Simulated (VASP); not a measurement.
# Cu5SnO2 (P4/mmm) in VASP: single point with PBE

Aim: the single point of Cu5SnO2 with PBE.

Program: VASP 6.6.1. These are calculated values, not measurements. Logs are shortened: lines on timing, memory, paths and dates and some standing lists are left out, and cuts for length are marked.

**1. The cell of the first run**

The structure is tetragonal, space group P4/mmm (No. 123). Conventional cell: a = 4.315 Å, b = 4.315 Å, c = 6.363 Å, α = 90.00°, β = 90.00°, γ = 90.00°. Cu (site symmetry 2mm) has 1 O at 2.00 Å and 3 Cu at 2.36 to 2.46 Å within 2.6 Å. Within 3.2 Å of Cu (site symmetry 4/mmm) lie 8 Cu at 2.46 Å. Sn (site symmetry 4/mmm) has 4 O at 2.16 Å and 8 Cu at 2.94 Å within 3.0 Å. Within 2.6 Å of O (site symmetry mmm) lie 2 Cu at 2.00 Å and 2 Sn at 2.16 Å.

**2. Single point, PBE, collinear spin**

INCAR reads:

```
SYSTEM = Cu5SnO2
PREC = Accurate
ENCUT = 520
EDIFF = 1E-6
ISMEAR = 0
SIGMA = 0.2
LREAL = .False.
LASPH = .True.
NELM = 150
ALGO = Normal
ISIF = 2
LWAVE = .False.
LCHARG = .False.
ISPIN = 2
MAGMOM = 1 1 1 1 1 0 0 0
LORBIT = 11
LMAXMIX = 4
GGA = PE
NBANDS = 54
```

KPOINTS reads:

```
regular mesh
0
Gamma
  4 4 3
  0 0 0
```

POSCAR reads:

```
Cu5SnO2
1.0
    4.3148854466      0.0000000000      0.0000000000
    0.0000000000      4.3148854466      0.0000000000
    0.0000000000      0.0000000000      6.3630483332
Cu Sn O
5 1 2
Direct
    0.5000000000      0.0000000000      0.3141851005
    0.5000000000      0.0000000000      0.6858148995
    0.0000000000      0.5000000000      0.3141851005
    0.0000000000      0.5000000000      0.6858148995
    0.5000000000      0.5000000000      0.5000000000
    0.0000000000      0.0000000000      0.0000000000
    0.5000000000      0.0000000000      0.0000000000
    0.0000000000      0.5000000000      0.0000000000
```

Potentials or basis: VASP PAW PBE potentials, release 64 (Cu, Sn_d, O).

The run is started by

```console
$ cat potpaw_PBE.64/Cu/POTCAR potpaw_PBE.64/Sn_d/POTCAR potpaw_PBE.64/O/POTCAR > POTCAR
$ mpirun -np 1 vasp_std > vasp.out
```

OUTCAR:

```text
SYSTEM = Cu5SnO2
   PREC = Accurate
   ENCUT = 520
   EDIFF = 1E-6
   ISMEAR = 0
   LREAL = .False.
   LASPH = .True.
   NELM = 150
   ISIF = 2
   ISPIN = 2
   LORBIT = 11
   GGA = PE

 ion  position               nearest neighbor table
   1  0.500  0.000  0.314-   7 2.00   2 2.36   5 2.46   5 2.46   6 2.94   6 2.94
   2  0.500  0.000  0.686-   7 2.00   1 2.36   5 2.46   5 2.46   6 2.94   6 2.94
   3  0.000  0.500  0.314-   8 2.00   4 2.36   5 2.46   5 2.46   6 2.94   6 2.94
   4  0.000  0.500  0.686-   8 2.00   3 2.36   5 2.46   5 2.46   6 2.94   6 2.94
   5  0.500  0.500  0.500-   1 2.46   2 2.46   3 2.46   4 2.46   1 2.46   2 2.46   3 2.46   4 2.46

   6  0.000  0.000  0.000-   7 2.16   8 2.16   8 2.16   7 2.16   1 2.94   2 2.94   3 2.94   4 2.94
                             3 2.94   1 2.94   2 2.94   4 2.94
   7  0.500  0.000  0.000-   1 2.00   2 2.00   6 2.16   6 2.16
   8  0.000  0.500  0.000-   3 2.00   4 2.00   6 2.16   6 2.16

  LATTYP: Found a simple tetragonal cell.
 ALAT       =     4.3148854466
 C/A-ratio  =     1.4746737571

  Lattice vectors:

 A1 = (   4.3148854466,   0.0000000000,   0.0000000000)
 A2 = (   0.0000000000,   4.3148854466,   0.0000000000)
 A3 = (   0.0000000000,   0.0000000000,   6.3630483332)

Analysis of symmetry for initial positions (statically):
=====================================================================
 Subroutine PRICEL returns:
 Original cell was already a primitive cell.

 Routine SETGRP: Setting up the symmetry group for a
 simple tetragonal supercell.

 Subroutine GETGRP returns: Found 16 space group operations
 (whereof 16 operations were pure point group operations)
 out of a pool of 16 trial point group operations.

The static configuration has the point symmetry D_4h.

Analysis of symmetry for dynamics (positions and initial velocities):
=====================================================================
 Subroutine PRICEL returns:
 Original cell was already a primitive cell.

 Routine SETGRP: Setting up the symmetry group for a
 simple tetragonal supercell.

 Subroutine GETGRP returns: Found 16 space group operations
 (whereof 16 operations were pure point group operations)
 out of a pool of 16 trial point group operations.

The dynamic configuration has the point symmetry D_4h.

Analysis of structural, dynamic, and magnetic symmetry:
=====================================================================
 Subroutine PRICEL returns:
 Original cell was already a primitive cell.

 Routine SETGRP: Setting up the symmetry group for a
 simple tetragonal supercell.

 Subroutine GETGRP returns: Found 16 space group operations
 (whereof 16 operations were pure point group operations)
 out of a pool of 16 trial point group operations.

The overall configuration has the point symmetry D_4h.

 Subroutine INISYM returns: Found 16 space group operations
 (whereof 16 operations are pure point group operations),
 and found     1 'primitive' translations

----------------------------------------------------------------------------------------

                                     Primitive cell

  volume of cell :     118.4687

  direct lattice vectors                    reciprocal lattice vectors
     4.314885447  0.000000000  0.000000000     0.231755863  0.000000000  0.000000000
     0.000000000  4.314885447  0.000000000     0.000000000  0.231755863  0.000000000
     0.000000000  0.000000000  6.363048333     0.000000000  0.000000000  0.157157379

  length of vectors
     4.314885447  4.314885447  6.363048333     0.231755863  0.231755863  0.157157379

  position of ions in fractional coordinates (direct lattice)
     0.500000000  0.000000000  0.314185100
     0.500000000  0.000000000  0.685814900
     0.000000000  0.500000000  0.314185100
     0.000000000  0.500000000  0.685814900
     0.500000000  0.500000000  0.500000000
     0.000000000  0.000000000  0.000000000
     0.500000000  0.000000000  0.000000000
     0.000000000  0.500000000  0.000000000

  ion indices of the primitive-cell ions
   primitive index   ion index
                 1           1
                 2           2
                 3           3
                 4           4
                 5           5
                 6           6
                 7           7
                 8           8

----------------------------------------------------------------------------------------

[... 48 lines left out ...]
   ISTART =      0    job   : 0-new  1-cont  2-samecut
   ICHARG =      2    charge: 1-file 2-atom 10-const
   ISPIN  =      2    spin polarized calculation?
   LNONCOLLINEAR =      F non collinear calculations
   LSORBIT =      F    spin-orbit coupling
   LASPH  =      T    aspherical Exc in radial PAW
   ENCUT  =  520.0 eV  38.22 Ry    6.18 a.u.   8.02  8.02 11.83*2*pi/ulx,y,z
   NELM   =    150;   NELMIN=  2; NELMDL= -5     # of ELM steps
   EDIFF  = 0.1E-05   stopping-criterion for ELM
   LREAL  =      F    real-space projection
   EDIFFG = 0.1E-04   stopping-criterion for IOM
   NSW    =      0    number of steps for IOM
   IBRION =     -1    ionic relax: 0-MD 1-quasi-New 2-CG
   NFREE  =      0    steps in history (QN), initial steepest desc. (CG)
   ISIF   =      2    stress and relaxation
   ISYM   =      2    0-nonsym 1-usesym 2-fastsym
   POTIM  = 0.5000    time-step for ionic-motion
   TEBEG  =    0.0;   TEEND  =   0.0 temperature during run
   PSTRESS=    0.0 pullay stress
   NELECT =      81.0000    total number of electrons
   NUPDOWN=      -1.0000    fix difference up-down
   EMIN   =  10.00;   EMAX   =-10.00  energy-range for DOS
   EFERMI =   0.00;   METHOD = LEGACY
   ISMEAR =     0;   SIGMA  =   0.20  broadening in eV -4-tet -1-fermi 0-gaus
   EFERMI_NEDOS =   21; number of points for ismear=-14 and -15
   IALGO  =     38    algorithm
   IMIX   =      4    mixing-type and parameters
     AMIX     =   0.40;   BMIX     =  1.00
     AMIX_MAG =   1.60;   BMIX_MAG =  1.00
  volume/ion in A,a.u.               =      14.81        99.93
  Fermi-wavevector in a.u.,A,eV,Ry     =   1.442232  2.725424 28.300585  2.080034
  Thomas-Fermi vector in A             =   2.560776
   LORBIT       =     11    0 simple, 1 ext, 2 COOP (PROOUT), +10 PAW based schemes
   GGA     = PE    functional components
   LHFCALC =     F    Hartree Fock is set to
   AEXX    =    0.0000 exact exchange contribution
   IVDW    =     0    specifies the selected vdW correction
   LEPSILON=     F    determine dielectric tensor
   LRPA    =     F    only Hartree local field effects (RPA)
 spin polarized calculation
 Gauss-broadening in eV      SIGMA  =   0.20
  energy-cutoff  :      520.00
  volume of cell :      118.47
 maximum number of plane-waves:      3216
   NGX = 17   NGY = 17   NGZ = 23

 number of electron      81.0000012 magnetization      -0.0020212

 number of electron      81.0000012 magnetization       0.0005692

 Free energy of the ion-electron system (eV)
  ---------------------------------------------------
  ext. energy  EPLUGINS =         0.00000000
  ---------------------------------------------------
  free energy    TOTEN  =       -33.17836420 eV

  energy without entropy =      -33.11850706  energy(sigma->0) =      -33.14843563

 E-fermi :   5.2970     XC(G=0): -10.8626

 val. band max:        5.2557768075   @ k =   0.2500   0.2500   0.3333
 cond. band min:       5.3236686579   @ k =   0.2500   0.0000   0.0000
 fundamental gap:      0.0678918503
 Fermi energy:         5.2969879603

 spin component 1

 k-point     1 :       0.0000    0.0000    0.0000
  band No.  band energies     occupation
      1     -16.8456      1.00000
      2     -16.5810      1.00000
      3     -16.3141      1.00000
      4     -16.3141      1.00000
      5     -16.1898      1.00000
      6     -13.7387      1.00000
[... 649 lines left out ...]
     51      14.3323      0.00000
     52      14.6482      0.00000
 Fermi energy:         5.2969879603

 spin component 2

 k-point     1 :       0.0000    0.0000    0.0000
  band No.  band energies     occupation
      1     -16.8456      1.00000
      2     -16.5810      1.00000
      3     -16.3141      1.00000
      4     -16.3141      1.00000
      5     -16.1898      1.00000
      6     -13.7387      1.00000
[... 649 lines left out ...]
     51      14.3323      0.00000
     52      14.6483      0.00000
 [bands above 52 left out]

------------------------ aborting loop because EDIFF is reached ----------------------------------------

  FORCE on cell =-STRESS in cart. coord.  units (eV):
  Direction    XX          YY          ZZ          XY          YZ          ZX
  --------------------------------------------------------------------------------------
  -------------------------------------------------------------------------------------
  Total        0.6534396      0.6534396      0.4913020      0.0000000     -0.0000000      0.0000000
  in kB        8.8371513      8.8371513      6.6443938      0.0000000     -0.0000000      0.0000000
  external PRESSURE =       8.1062322 kB  Pullay stress =       0.0000000 kB

 VOLUME and BASIS-vectors are now :
 -----------------------------------------------------------------------------
  energy-cutoff  :      520.00
  volume of cell :      118.47
      direct lattice vectors                 reciprocal lattice vectors
     4.314885447  0.000000000  0.000000000     0.231755863  0.000000000  0.000000000
     0.000000000  4.314885447  0.000000000     0.000000000  0.231755863  0.000000000
     0.000000000  0.000000000  6.363048333     0.000000000  0.000000000  0.157157379

 POSITION                                       TOTAL-FORCE (eV/Angst)
 -----------------------------------------------------------------------------------
      2.15744      0.00000      1.99917        -0.000000     -0.000000      0.010645
      2.15744      0.00000      4.36387         0.000000     -0.000000     -0.010645
      0.00000      2.15744      1.99917        -0.000000     -0.000000      0.010645
      0.00000      2.15744      4.36387         0.000000     -0.000000     -0.010645
      2.15744      2.15744      3.18152         0.000000      0.000000      0.000000
      0.00000      0.00000      0.00000         0.000000      0.000000      0.000000
      2.15744      0.00000      0.00000         0.000000      0.000000      0.000000
      0.00000      2.15744      0.00000         0.000000      0.000000      0.000000
 -----------------------------------------------------------------------------------
    total drift:                                0.000000      0.000000     -0.000000

  FREE ENERGIE OF THE ION-ELECTRON SYSTEM (eV)
  ---------------------------------------------------
  free  energy   TOTEN  =       -33.1783641986 eV

  energy  without entropy=      -33.1185070556  energy(sigma->0) =      -33.14843563

 total charge

# of ion       s       p       d       tot
------------------------------------------
    1        0.415   0.287   9.196   9.898
    2        0.415   0.287   9.196   9.898
    3        0.415   0.287   9.196   9.898
    4        0.415   0.287   9.196   9.898
    5        0.500   0.330   9.186  10.016
    6        1.130   0.893  10.164  12.187
    7        1.585   3.390   0.000   4.974
    8        1.585   3.390   0.000   4.974
--------------------------------------------------
tot          6.457   9.149  56.135  71.741

 magnetization (x)

# of ion       s       p       d       tot
------------------------------------------
    1        0.000   0.000  -0.000   0.000
    2        0.000   0.000  -0.000   0.000
    3        0.000   0.000  -0.000   0.000
    4        0.000   0.000  -0.000   0.000
    5        0.000   0.000   0.000   0.000
    6       -0.000   0.000   0.000   0.000
    7       -0.000   0.000   0.000   0.000
    8       -0.000   0.000   0.000   0.000
--------------------------------------------------
tot          0.000   0.000  -0.000   0.000
```

Wall time 2 min (1 thread of Intel Xeon Platinum 8488C (Sapphire Rapids), shared host); peak memory 0.31 GiB.

What came out:

- Free energy: -33.1784 eV
- Pressure: 0.8 GPa
- Largest force: 0.011 eV/Å
- Net moment: 0.00 μB per cell
- Valence electrons inside the program's atomic spheres: Cu 9.90, 10.02 (each value once); Sn 12.19; O 4.97

Forces on the atoms (eV/Å):
```
Cu   0.000  0.000  0.011
Cu   0.000  0.000 -0.011
Cu   0.000  0.000  0.011
Cu   0.000  0.000 -0.011
Cu   0.000  0.000  0.000
Sn   0.000  0.000  0.000
O    0.000  0.000  0.000
O    0.000  0.000  0.000
```

Caveat: the k points lie up to 0.36 Å⁻¹ apart; spin-orbit coupling is left out, which moves the levels of the heavy elements. With open d or f shells a metallic result of PBE can be an artefact of self-interaction; +U or a hybrid may open a gap.
